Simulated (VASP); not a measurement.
# BeTe (P-6m2) in VASP: notebook, part 2 of 2

VASP 6.6.1. Earlier steps stand in the parts before.

### Step 5. Relaxation of cell and atoms, PBE

The input, INCAR:

```
SYSTEM = BeTe
  PREC = Accurate
  ENCUT = 600
  EDIFF = 1E-6
  ISMEAR = 0
  SIGMA = 0.1
  LREAL = .False.
  LASPH = .True.
  NELM = 100
  ALGO = Normal
  ISIF = 3
  LWAVE = .False.
  LCHARG = .False.
  GGA = PE
  IBRION = 2
  NSW = 100
  EDIFFG = -0.01
```

The input, KPOINTS:

```
regular mesh
0
Gamma
  18 18 16
  0 0 0
```

The input, POSCAR:

```
BeTe
1.0
    3.7201430011      0.0000000000      0.0000000000
   -1.8600715005      3.2217383447      0.0000000000
    0.0000000000      0.0000000000      3.3593829890
Be Te
1 1
Direct
    0.6666666667      0.3333333333      0.5000000000
    0.3333333333      0.6666666667      0.0000000000
```

Potentials or basis: VASP PAW PBE potentials, release 64 (Be, Te).

Started as:

```
$ cat potpaw_PBE.64/Be/POTCAR potpaw_PBE.64/Te/POTCAR > POTCAR
$ mpirun -np 1 vasp_std > vasp.out
```

OUTCAR:

```text
SYSTEM = BeTe
   PREC = Accurate
   ENCUT = 600
   EDIFF = 1E-6
   ISMEAR = 0
   LREAL = .False.
   LASPH = .True.
   NELM = 100
   ISIF = 3
   GGA = PE
   IBRION = 2
   NSW = 100
   EDIFFG = -0.01

 ion  position               nearest neighbor table
   1  0.667  0.333  0.500-   2 2.73   2 2.73   2 2.73   2 2.73   2 2.73   2 2.73
   2  0.333  0.667  0.000-   1 2.73   1 2.73   1 2.73   1 2.73   1 2.73   1 2.73

  LATTYP: Found a hexagonal cell.
 ALAT       =     3.7201430011
 C/A-ratio  =     0.9030252299

  Lattice vectors:

 A1 = (   3.7201430011,   0.0000000000,   0.0000000000)
 A2 = (  -1.8600715005,   3.2217383447,   0.0000000000)
 A3 = (   0.0000000000,   0.0000000000,   3.3593829890)

Analysis of symmetry for initial positions (statically):
=====================================================================
 Subroutine PRICEL returns:
 Original cell was already a primitive cell.

 Routine SETGRP: Setting up the symmetry group for a
 hexagonal supercell.
[... 218 lines left out ...]
 cond. band min:       6.8883833554   @ k =   0.1111  -0.0000   0.3125
 fundamental gap:      0.0026491840
 Fermi energy:         6.8863174264

 k-point     1 :       0.0000    0.0000    0.0000
  band No.  band energies     occupation
      1      -6.5279      2.00000
      2       5.9533      2.00000
      3       6.1378      2.00000
      4       6.1378      2.00000
      5       8.6303      0.00000
      6      10.6957      0.00000
      7      10.6957      0.00000
      8      11.4842      0.00000
[... 243 lines left out ...]
 k-point    24 :       0.3889    0.1111    0.0000
  band No.  band energies     occupation
      1      -4.9946      2.00000
      2       0.4044      2.00000
      3       3.5835      2.00000
      4       7.8874      0.00000
      5       9.3381      0.00000
      6      11.4503      0.00000
      7      12.1582      0.00000
      8      13.9469      0.00000

 [... further k-points ...]

------------------------ aborting loop because EDIFF is reached ----------------------------------------

  FORCE on cell =-STRESS in cart. coord.  units (eV):
  Direction    XX          YY          ZZ          XY          YZ          ZX
  --------------------------------------------------------------------------------------
  -------------------------------------------------------------------------------------
  Total       -0.0069095     -0.0069095     -0.0183555     -0.0000000      0.0000000     -0.0000000
  in kB       -0.2739927     -0.2739927     -0.7278766     -0.0000000      0.0000000     -0.0000000
  external PRESSURE =      -0.4252873 kB  Pullay stress =       0.0000000 kB

 VOLUME and BASIS-vectors are now :
 -----------------------------------------------------------------------------
  energy-cutoff  :      600.00
  volume of cell :       40.40
      direct lattice vectors                 reciprocal lattice vectors
     3.723059482  0.000000000 -0.000000000     0.268596300  0.155074146  0.000000000
    -1.861529741  3.224264091 -0.000000000    -0.000000000  0.310148292  0.000000000
    -0.000000000 -0.000000000  3.365795938     0.000000000  0.000000000  0.297106544

 POSITION                                       TOTAL-FORCE (eV/Angst)
 -----------------------------------------------------------------------------------
      1.86153      1.07475      1.68290         0.000000      0.000000     -0.000000
     -0.00000      2.14951     -0.00000        -0.000000     -0.000000      0.000000
 -----------------------------------------------------------------------------------
    total drift:                                0.000000     -0.000000     -0.000000

  FREE ENERGIE OF THE ION-ELECTRON SYSTEM (eV)
  ---------------------------------------------------
  free  energy   TOTEN  =        -6.1133044525 eV

  energy  without entropy=       -6.1103552588  energy(sigma->0) =       -6.11182986

 reached required accuracy - stopping structural energy minimisation
```

OSZICAR:

```text
N       E                     dE             d eps       ncg     rms          rms(c)
DAV:   1     0.211612749192E+02    0.21161E+02   -0.35879E+03  5328   0.903E+02
DAV:   2    -0.545261214478E+01   -0.26614E+02   -0.26199E+02  7672   0.102E+02
DAV:   3    -0.611812036980E+01   -0.66551E+00   -0.64901E+00  6488   0.203E+01
DAV:   4    -0.612277930701E+01   -0.46589E-02   -0.46569E-02  7968   0.200E+00
DAV:   5    -0.612279532330E+01   -0.16016E-04   -0.16017E-04  6696   0.866E-02    0.633E+00
DAV:   6    -0.611493067205E+01    0.78647E-02   -0.11421E-02  6352   0.551E-01    0.382E+00
DAV:   7    -0.611321964791E+01    0.17110E-02   -0.15193E-02  6464   0.768E-01    0.148E-01
DAV:   8    -0.611321247455E+01    0.71734E-05   -0.95006E-04  6144   0.220E-01    0.686E-02
DAV:   9    -0.611323185898E+01   -0.19384E-04   -0.52838E-05  6848   0.564E-02    0.193E-02
DAV:  10    -0.611323100050E+01    0.85848E-06   -0.36169E-06  6344   0.111E-02
   1 F= -.61132310E+01 E0= -.61117641E+01  d E =-.611323E+01
       N       E                     dE             d eps       ncg     rms          rms(c)
DAV:   1    -0.611357522949E+01   -0.34337E-03   -0.54551E-03  5984   0.394E-01    0.890E-02
DAV:   2    -0.611334776336E+01    0.22747E-03   -0.58093E-04  5760   0.134E-01    0.374E-02
DAV:   3    -0.611330980481E+01    0.37959E-04   -0.15182E-04  6616   0.637E-02    0.241E-02
DAV:   4    -0.611330682325E+01    0.29816E-05   -0.34163E-06  5584   0.151E-02    0.234E-02
DAV:   5    -0.611330438760E+01    0.24356E-05   -0.26810E-06  5760   0.103E-02    0.626E-03
DAV:   6    -0.611330445250E+01   -0.64894E-07   -0.87700E-08  2688   0.234E-03
   2 F= -.61133045E+01 E0= -.61118299E+01  d E =-.734520E-04
```

CONTCAR:

```text
BeTe
   1.00000000000000
     3.7230594816347877    0.0000000000000453   -0.0000000000000000
    -1.8615297407673153    3.2242640909328322   -0.0000000000000000
    -0.0000000000000000   -0.0000000000000000    3.3657959377059825
  Be              Te
     1     1
Direct
     0.6666666667000030    0.3333333332999970    0.5000000000000000
     0.3333333332999970    0.6666666667000030    0.0000000000000000

  0.00000000E+00  0.00000000E+00  0.00000000E+00
  0.00000000E+00  0.00000000E+00  0.00000000E+00
```

Wall time 3.2 min (1 thread of AMD EPYC 7R43 (Zen 3), shared host); peak memory 0.27 GiB.

Results:

* Free energy: -6.1133 eV
* Relaxed volume: 20.20 Å³/atom
* Relaxed cell: a = 3.723 Å, b = 3.723 Å, c = 3.366 Å, α = 90.00°, β = 90.00°, γ = 120.00°
* Space group after relaxing (to 0.05 Å): P-6m2 (No. 187)
* Energy gained by relaxing: 0.0 meV/atom
* Ionic steps: 2
* Pressure after relaxing: 0.0 GPa
* Band gap on the k mesh: zero (band 4 reaches 8.36 eV, above the bottom of band 5 at 5.53 eV)

Final structure:
```
Be Te
1.0
     3.72306    0.00000    0.00000
    -1.86153    3.22426    0.00000
     0.00000    0.00000    3.36580
Be Te
1 1
Direct
  0.66667 0.33333 0.50000
  0.33333 0.66667 0.00000
```

Caveat: spin-orbit coupling is left out, which moves the levels of the heavy elements.

### Step 6. Overview

| task | cell | k mesh | cutoff (eV) | gap on the mesh (eV) | pressure (GPa) | relaxed volume (Å³/atom) |
| --- | --- | --- | --- | --- | --- | --- |
| single point | a = 3.720, b = 3.720, c = 3.359 Å, angles 90.0, 90.0, 120.0°, 2 atoms | 24 × 24 × 12 | 520 | none | 0.0 | - |
| relaxation of cell and atoms | relaxed from a = 3.070, b = 3.070, c = 5.013 Å, angles 90.0, 90.0, 120.0°, 2 atoms | 24 × 24 × 12 | 600 | none | 0.0 | 20.15 |
| single point | a = 3.722, b = 3.722, c = 3.364 Å, angles 90.0, 90.0, 120.0°, 2 atoms | 18 × 18 × 16 | 520 | none | 0.1 | - |
| relaxation of cell and atoms | relaxed from a = 3.720, b = 3.720, c = 3.359 Å, angles 90.0, 90.0, 120.0°, 2 atoms | 18 × 18 × 16 | 600 | none | 0.0 | 20.20 |

Alike in all rows: level PBE; potentials or basis VASP PAW PBE potentials, release 64 (Be, Te); no spin polarisation; smearing gaussian 0.1 eV.

Caveats: spin-orbit coupling is left out, which moves the levels of the heavy elements.

Total energies depend on the potentials used, so only differences within one code and one set of settings carry meaning.
